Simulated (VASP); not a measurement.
TiC: single point with r2SCAN

TiC:

```xyz
2
Lattice="0.0000 2.1640 2.1640 2.1640 0.0000 2.1640 2.1640 2.1640 0.0000" Properties=species:S:1:pos:R:3 pbc="T T T"
Ti    0.0000    0.0000    0.0000
C     2.1640    2.1640    2.1640
```

| Item | Value |
| --- | --- |
| Program | VASP 6.6.1 |
| Task | single point |
| Functional | r2SCAN |
| Potentials or basis | VASP PAW PBE potentials, release 64 (Ti_sv, C) |
| Cutoff | 520 eV |
| k mesh | 20 × 20 × 20 |
| Occupations | gaussian, width 0.15 eV |
| Spin | no spin polarisation |

```json
{"Pressure": "0.9 GPa", "Band gap on the k mesh": "zero (band 8 reaches 10.38 eV, above the bottom of band 9 at 9.06 eV)"}
```

Levels at points of the mesh, in eV from the Fermi level:
```csv
k point,band 6,band 7,band 8,band 9,band 10,band 11
"(0.00, 0.00, 0.00)",0.86,0.86,0.86,1.67,1.67,1.67
"(0.50, 0.00, 0.00)",-6.10,-3.14,-3.14,3.15,3.15,4.39
"(0.50, 0.50, 0.00)",-3.69,-1.52,-0.15,-0.15,2.74,3.78
```

Wall time 3 min on 1 thread of Intel(R) Xeon(R) Platinum 8259CL CPU @ 2.50GHz (Skylake/Cascade Lake) (shared host), peak memory 0.21 GiB.

Caveat: the PAW data sets were made with another functional, which shifts forces and pressure a little.
